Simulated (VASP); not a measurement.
# SiC (P6_3mc) in VASP: notebook, part 2 of 2

VASP 6.6.1. Earlier steps stand in the parts before.

### Step 3. Single point, LDA

This run uses another cell than the first one: it holds 32 atoms, not 8.

The input, INCAR:

```
SYSTEM = SiC
PREC     = Accurate       ! precision mode
ENCUT    = 520            ! plane-wave cutoff, eV
EDIFF    = 1E-6           ! SCF threshold, eV
ISMEAR   = 0              ! smearing method
SIGMA    = 0.01           ! smearing width, eV
LREAL    = Auto         
LASPH    = .TRUE.         ! aspherical terms in the spheres
NELM     = 80             ! most SCF steps
ALGO     = Normal         ! electronic algorithm
ISIF     = 2              ! what is computed and relaxed
LWAVE    = .FALSE.        ! write WAVECAR
LCHARG   = .FALSE.        ! write CHGCAR
NBANDS   = 86             ! bands
```

The input, KPOINTS:

```
regular mesh
0
G
  2 2 2
  0 0 0
```

The input, POSCAR:

```
SiC
1.0
    3.0584217931     -5.2973419481      0.0000000000
   -6.1168435962      0.0000000057      0.0000000000
    0.0000000000      0.0000000000    -10.0121483296
Si C
16 16
Direct
    0.3333333333      0.1666666667      0.0621585392
    0.8333333333      0.1666666667      0.0621585392
    0.3333333333      0.6666666667      0.0621585392
    0.8333333333      0.6666666667      0.0621585392
    0.1666666667      0.3333333333      0.5621585392
    0.6666666667      0.3333333333      0.5621585392
    0.1666666667      0.8333333333      0.5621585392
    0.6666666667      0.8333333333      0.5621585392
    0.0000000000      0.0000000000      0.3120994173
    0.5000000000      0.0000000000      0.3120994173
    0.0000000000      0.5000000000      0.3120994173
    0.5000000000      0.5000000000      0.3120994173
    0.5000000000      0.5000000000      0.8120994173
    1.0000000000      0.5000000000      0.8120994173
    0.5000000000      1.0000000000      0.8120994173
    1.0000000000      1.0000000000      0.8120994173
    0.3333333333      0.1666666667      0.2501922186
    0.8333333333      0.1666666667      0.2501922186
    0.3333333333      0.6666666667      0.2501922186
    0.8333333333      0.6666666667      0.2501922186
    0.1666666667      0.3333333333      0.7501922186
    0.6666666667      0.3333333333      0.7501922186
    0.1666666667      0.8333333333      0.7501922186
    0.6666666667      0.8333333333      0.7501922186
    0.5000000000      0.5000000000      0.4995508249
    1.0000000000      0.5000000000      0.4995508249
    0.5000000000      1.0000000000      0.4995508249
    1.0000000000      1.0000000000      0.4995508249
    0.0000000000      0.0000000000      0.9995508249
    0.5000000000      0.0000000000      0.9995508249
    0.0000000000      0.5000000000      0.9995508249
    0.5000000000      0.5000000000      0.9995508249
```

Potentials or basis: VASP PAW LDA potentials, release 64 (Si, C).

Launch:

```console
$ cat potpaw_LDA.64/Si/POTCAR potpaw_LDA.64/C/POTCAR > POTCAR
$ mpirun -np 1 vasp_std > vasp.out
```

OUTCAR:

```text
SYSTEM = SiC
   PREC = Accurate
   ENCUT = 520
   EDIFF = 1E-6
   ISMEAR = 0
   LREAL = Auto
   LASPH = .TRUE.
   NELM = 80
   ISIF = 2

 ion  position               nearest neighbor table
   1  0.333  0.167  0.062-  29 1.87  32 1.87  30 1.87  17 1.88   2 3.06   2 3.06   3 3.06   3 3.06
                             4 3.06   4 3.06   9 3.06  12 3.06  10 3.06  16 3.06  13 3.06  15 3.06
   2  0.833  0.167  0.062-  30 1.87  31 1.87  29 1.87  18 1.88   1 3.06   1 3.06   4 3.06   4 3.06
                             3 3.06   3 3.06  10 3.06  11 3.06   9 3.06  15 3.06  14 3.06  16 3.06
   3  0.333  0.667  0.062-  31 1.87  30 1.87  32 1.87  19 1.88   4 3.06   4 3.06   1 3.06   1 3.06
                             2 3.06   2 3.06  11 3.06  10 3.06  12 3.06  14 3.06  15 3.06  13 3.06
   4  0.833  0.667  0.062-  32 1.87  29 1.87  31 1.87  20 1.88   3 3.06   3 3.06   2 3.06   2 3.06
                             1 3.06   1 3.06  12 3.06   9 3.06  11 3.06  13 3.06  16 3.06  14 3.06
   5  0.167  0.333  0.562-  25 1.87  28 1.87  26 1.87  21 1.88   6 3.06   6 3.06   7 3.06   7 3.06
                             8 3.06   8 3.06  13 3.06  16 3.06  14 3.06  12 3.06   9 3.06  11 3.06
   6  0.667  0.333  0.562-  26 1.87  27 1.87  25 1.87  22 1.88   5 3.06   5 3.06   8 3.06   8 3.06
                             7 3.06   7 3.06  14 3.06  15 3.06  13 3.06  11 3.06  10 3.06  12 3.06
   7  0.167  0.833  0.562-  27 1.87  26 1.87  28 1.87  23 1.88   8 3.06   8 3.06   5 3.06   5 3.06
                             6 3.06   6 3.06  15 3.06  14 3.06  16 3.06  10 3.06  11 3.06   9 3.06
   8  0.667  0.833  0.562-  28 1.87  25 1.87  27 1.87  24 1.88   7 3.06   7 3.06   6 3.06   6 3.06
                             5 3.06   5 3.06  16 3.06  13 3.06  15 3.06   9 3.06  12 3.06  10 3.06
   9  0.000  0.000  0.312-  17 1.87  20 1.87  18 1.87  28 1.88  10 3.06  10 3.06  11 3.06  11 3.06
[... 38 lines left out ...]
 A1 = (   3.0584217931,  -5.2973419481,   0.0000000000)
 A2 = (  -6.1168435962,   0.0000000057,   0.0000000000)
 A3 = (   0.0000000000,   0.0000000000, -10.0121483296)

Analysis of symmetry for initial positions (statically):
=====================================================================
 Subroutine PRICEL returns following result:

  LATTYP: Found a hexagonal cell.
 ALAT       =     3.0584217981
 C/A-ratio  =     3.2736322818

  Lattice vectors:

 A1 = (   1.5292108965,  -2.6486709740,   0.0000000000)
 A2 = (  -3.0584217981,   0.0000000028,   0.0000000000)
 A3 = (   0.0000000000,   0.0000000000, -10.0121483296)

   4 primitive cells build up your supercell.

[... 162 lines left out ...]
   NGX = 23   NGY = 23   NGZ = 37

 number of electron     127.9999996 magnetization

 Free energy of the ion-electron system (eV)
  ---------------------------------------------------
  ext. energy  EPLUGINS =         0.00000000
  ---------------------------------------------------
  free energy    TOTEN  =      -265.27927499 eV

  energy without entropy =     -265.27927499  energy(sigma->0) =     -265.27927499

 E-fermi :   8.5114     XC(G=0): -11.6349

 val. band max:        8.3935544295   @ k =   0.0000   0.0000   0.0000
 cond. band min:      10.5385604001   @ k =   0.0000   0.0000   0.0000
 fundamental gap:      2.1450059705
 Fermi energy:         8.5114360370

 k-point     1 :       0.0000    0.0000    0.0000
  band No.  band energies     occupation
      1      -7.1761      2.00000
      2      -5.9736      2.00000
      3      -5.9354      2.00000
      4      -3.6391      2.00000
      5      -3.6391      2.00000
      6      -3.6391      2.00000
[... 305 lines left out ...]
     75      13.9407      0.00000
     76      13.9407      0.00000
 [bands above 76 left out]

------------------------ aborting loop because EDIFF is reached ----------------------------------------

  FORCE on cell =-STRESS in cart. coord.  units (eV):
  Direction    XX          YY          ZZ          XY          YZ          ZX
  --------------------------------------------------------------------------------------
  -------------------------------------------------------------------------------------
  Total        2.1505052      2.1505052     -0.6467597      0.0000000      0.0000000     -0.0000000
  in kB       10.6203399     10.6203399     -3.1940439      0.0000000      0.0000000     -0.0000000
  external PRESSURE =       6.0155453 kB  Pullay stress =       0.0000000 kB

 VOLUME and BASIS-vectors are now :
 -----------------------------------------------------------------------------
  energy-cutoff  :      520.00
  volume of cell :      324.42
      direct lattice vectors                 reciprocal lattice vectors
     3.058421793 -5.297341948  0.000000000    -0.000000000 -0.188773919  0.000000000
    -6.116843596  0.000000006  0.000000000    -0.163483010 -0.094386959  0.000000000
     0.000000000  0.000000000-10.012148330     0.000000000  0.000000000 -0.099878664

 POSITION                                       TOTAL-FORCE (eV/Angst)
 -----------------------------------------------------------------------------------
     -0.00000     -1.76578     -0.62234         0.000000      0.000000      0.042355
      1.52921     -4.41445     -0.62234        -0.000000      0.000000      0.042355
     -3.05842     -1.76578     -0.62234        -0.000000     -0.000000      0.042355
     -1.52921     -4.41445     -0.62234         0.000000     -0.000000      0.042355
     -1.52921     -0.88289     -5.62841        -0.000000     -0.000000      0.042355
     -0.00000     -3.53156     -5.62841        -0.000000      0.000000      0.042355
[... 24 lines left out ...]
     -3.05842      0.00000    -10.00765        -0.000000     -0.000000     -0.046173
     -1.52921     -2.64867    -10.00765         0.000000     -0.000000     -0.046173
 -----------------------------------------------------------------------------------
    total drift:                               -0.000000     -0.000000     -0.054782

  FREE ENERGIE OF THE ION-ELECTRON SYSTEM (eV)
  ---------------------------------------------------
  free  energy   TOTEN  =      -265.2792749876 eV

  energy  without entropy=     -265.2792749876  energy(sigma->0) =     -265.27927499
```

stdout:

```text
POSCAR found type information on POSCAR SiC
 POSCAR found :  2 types and      32 ions
 scaLAPACK will be used
 LDA part: xc-table for (Slater(with rela. corr.)+CA(PZ))
 , standard interpolation
 POSCAR, INCAR and KPOINTS ok, starting setup
 FFT: planning ... GRIDC
 FFT: planning ... GRID_SOFT
 FFT: planning ... GRID
 WAVECAR not read
 entering main loop
```

It took 1.8 min on 1 thread of AMD EPYC 9R45 (Zen 5), shared host; peak memory 0.33 GiB.

What came out:

```yaml
Free_energy: -265.2793 eV
Pressure: 0.6 GPa
Largest_force: 0.046 eV/Å
Band_gap_on_the_k_mesh: 2.15 eV
```

Forces in eV/Å, atoms in the order of the input:
```
Si   0.000  0.000  0.042
Si   0.000  0.000  0.042
Si   0.000  0.000  0.042
Si   0.000  0.000  0.042
Si   0.000  0.000  0.042
Si   0.000  0.000  0.042
Si   0.000  0.000  0.042
Si   0.000  0.000  0.042
Si   0.000  0.000  0.040
Si   0.000  0.000  0.040
Si   0.000  0.000  0.040
Si   0.000  0.000  0.040
Si   0.000  0.000  0.040
Si   0.000  0.000  0.040
Si   0.000  0.000  0.040
Si   0.000  0.000  0.040
C    0.000  0.000 -0.036
C    0.000  0.000 -0.036
C    0.000  0.000 -0.036
C    0.000  0.000 -0.036
C    0.000  0.000 -0.036
C    0.000  0.000 -0.036
C    0.000  0.000 -0.036
C    0.000  0.000 -0.036
C    0.000  0.000 -0.046
C    0.000  0.000 -0.046
C    0.000  0.000 -0.046
C    0.000  0.000 -0.046
C    0.000  0.000 -0.046
C    0.000  0.000 -0.046
C    0.000  0.000 -0.046
C    0.000  0.000 -0.046
```

Stress tensor (GPa, compression positive):
```
 1.06  0.00  0.00
 0.00  1.06  0.00
 0.00  0.00 -0.32
```

Caveat: the k points lie up to 0.59 Å⁻¹ apart. A k mesh can miss the band edges.

### Step 4. Relaxation of cell and atoms, LDA

This run uses another cell than the first one, of 10.31 Å³/atom.

The input, INCAR:

```
PREC = Accurate ; ENCUT = 600
EDIFF = 1E-6 ; ISMEAR = 0
SIGMA = 0.02 ; LREAL = False
LASPH = True ; NELM = 80
ALGO = Normal ; ISIF = 3
LWAVE = False ; LCHARG = False
IBRION = 2 ; NSW = 100
EDIFFG = -0.005
```

The input, KPOINTS:

```
Automatic mesh
0
Gamma
  12 12 4
```

The input, POSCAR:

```
SiC
1.0
    3.0756941500      0.0000000000      0.0000000000
   -1.5378470700      2.6636292700      0.0000000000
    0.0000000000      0.0000000000     10.0706464800
Si C
4 4
Direct
    0.6666666700      0.3333333300      0.9378419800
    0.3333333300      0.6666666700      0.4378419800
    0.0000000000      0.0000000000      0.6878943800
    0.0000000000      0.0000000000      0.1878943800
    0.6666666700      0.3333333300      0.7498025900
    0.3333333300      0.6666666700      0.2498025900
    0.0000000000      0.0000000000      0.5004600500
    0.0000000000      0.0000000000      0.0004600500
```

Launch:

```console
$ cat potpaw_LDA.64/Si/POTCAR potpaw_LDA.64/C/POTCAR > POTCAR
$ mpirun -np 1 vasp_std > vasp.out
```

Run time: 1.9 min. Hardware: 1 thread of AMD EPYC 9R45 (Zen 5), shared host; peak memory 0.22 GiB.

It converged, with:

```yaml
Free_energy: -66.5909 eV
Relaxed_volume: 10.15 Å³/atom
Relaxed_cell: a = 3.059 Å, b = 3.059 Å, c = 10.017 Å, α = 90.00°, β = 90.00°, γ = 120.00°
Space_group_after_relaxing_to_0.1_Å: P6_3mc (No. 186)
Energy_gained_by_relaxing: 1.8 meV/atom
Ionic_steps: 3
Pressure_after_relaxing: 0.0 GPa
Largest_force_after_relaxing: 0.004 eV/Å
Band_gap_on_the_k_mesh: 2.17 eV (least direct gap 3.30 eV)
```

Forces in eV/Å, atoms in the order of the input:
```
Si   0.000  0.000 -0.004
Si   0.000  0.000 -0.004
Si   0.000  0.000  0.002
Si   0.000  0.000  0.002
C    0.000  0.000  0.002
C    0.000  0.000  0.002
C    0.000  0.000 -0.001
C    0.000  0.000 -0.001
```

Step by step:
| step | energy change (eV) | largest force (eV/Å) | pressure (GPa) | volume (Å³) |
| --- | --- | --- | --- | --- |
| 1 | 0.0000 | 0.0044 | -3.56 | 82.50 |
| 2 | 0.0029 | 0.0134 | 4.11 | 79.79 |
| 3 | -0.0148 | 0.0039 | -0.01 | 81.20 |

Final structure:
```yaml
crystal:
  lattice:
    - [3.05941, 0.00000, 0.00000]
    - [-1.52971, 2.64953, 0.00000]
    - [0.00000, 0.00000, 10.01670]
  atoms:
    - { symbol: Si, position: [0.66667, 0.33333, 0.93785] }
    - { symbol: Si, position: [0.33333, 0.66667, 0.43785] }
    - { symbol: Si, position: [0.00000, 0.00000, 0.68789] }
    - { symbol: Si, position: [0.00000, 0.00000, 0.18789] }
    - { symbol: C, position: [0.66667, 0.33333, 0.74980] }
    - { symbol: C, position: [0.33333, 0.66667, 0.24980] }
    - { symbol: C, position: [0.00000, 0.00000, 0.50046] }
    - { symbol: C, position: [0.00000, 0.00000, 0.00046] }
```

Levels at points of the mesh, in eV from the valence-band top:
| k point | band 14 | band 15 | band 16 | band 17 | band 18 | band 19 |
| --- | --- | --- | --- | --- | --- | --- |
| (0.00, 0.00, 0.00) | -0.05 | 0.00 | 0.00 | 5.21 | 5.78 | 6.42 |
| (0.50, 0.00, 0.00) | -2.24 | -1.59 | -1.13 | 2.17 | 2.30 | 4.18 |
| (0.00, 0.00, 0.50) | -0.21 | -0.21 | -0.21 | 5.42 | 5.42 | 6.90 |
| (0.50, 0.00, 0.50) | -2.54 | -1.57 | -1.57 | 2.58 | 2.58 | 4.17 |

A k mesh can miss the band edges.

### Step 5. The runs side by side

| task | cell | k mesh | cutoff (eV) | smearing | gap on the mesh (eV) | pressure (GPa) |
| --- | --- | --- | --- | --- | --- | --- |
| single point | a = 3.058, b = 3.058, c = 10.012 Å, angles 90.0, 90.0, 120.0°, 8 atoms, atomic positions A | 12 × 12 × 4 | 520 | gaussian 0.02 eV | 2.17 | 0.4 |
| single point | a = 6.117, b = 6.117, c = 10.012 Å, angles 90.0, 90.0, 120.0°, 32 atoms, atomic positions B | 2 × 2 × 2 | 520 | gaussian 0.01 eV | 2.15 | 0.6 |
| relaxation of cell and atoms | relaxed from a = 3.076, b = 3.076, c = 10.071 Å, angles 90.0, 90.0, 120.0°, 8 atoms, atomic positions A | 12 × 12 × 4 | 600 | gaussian 0.02 eV | 2.17 | 0.0 |

Alike in all rows: level LDA; potentials or basis VASP PAW LDA potentials, release 64 (Si, C); no spin polarisation.

Caveats: some runs use coarse meshes.

Absolute energies hang on the potentials; compare differences alone.
